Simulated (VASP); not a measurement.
Input of a VASP 6.6.1 run:

The input INCAR:

```
SYSTEM = Mg2C
PREC = Accurate
ENCUT = 520
EDIFF = 1E-6
ISMEAR = -1
SIGMA = 0.02
LREAL = .FALSE.
LASPH = .TRUE.
NELM = 80
ALGO = Normal
ISIF = 2
LWAVE = .FALSE.
LCHARG = .FALSE.
GGA = PE
NBANDS = 11
```

File KPOINTS:

```
regular mesh
0
G
  8 8 8
  0 0 0
```

File POSCAR:

```
Mg2C
1.0
   -0.0300914631      2.7109426181      2.7109426181
    2.7109426181     -0.0300914631      2.7109426181
    2.6808511551      2.6808511551      0.0000000000
C Mg
1 2
Direct
    0.0000000000      0.0000000000      0.0000000000
    0.2496265951      0.2496265951      0.2503734049
    0.7503734049      0.7503734049      0.7496265951
```

Potentials or basis: VASP PAW PBE potentials, release 64 (C, Mg).

Command:

```sh
$ cat potpaw_PBE.64/C/POTCAR potpaw_PBE.64/Mg/POTCAR > POTCAR
$ mpirun -np 1 vasp_std > vasp.out
```

Predict the largest force.

0.007 eV/Å.

What does it give for the pressure?

1.9 GPa.

What does it give for the band gap on the k mesh?

0.68 eV, indirect (least direct gap 1.44 eV).

Stress tensor (GPa, compression positive):
```
1.86 1.30 0.00
1.30 1.86 0.00
0.00 0.00 1.84
```

Caveat: the cell differs from its parent crystal (shear xy strain -2.2%). A k mesh can miss the band edges.
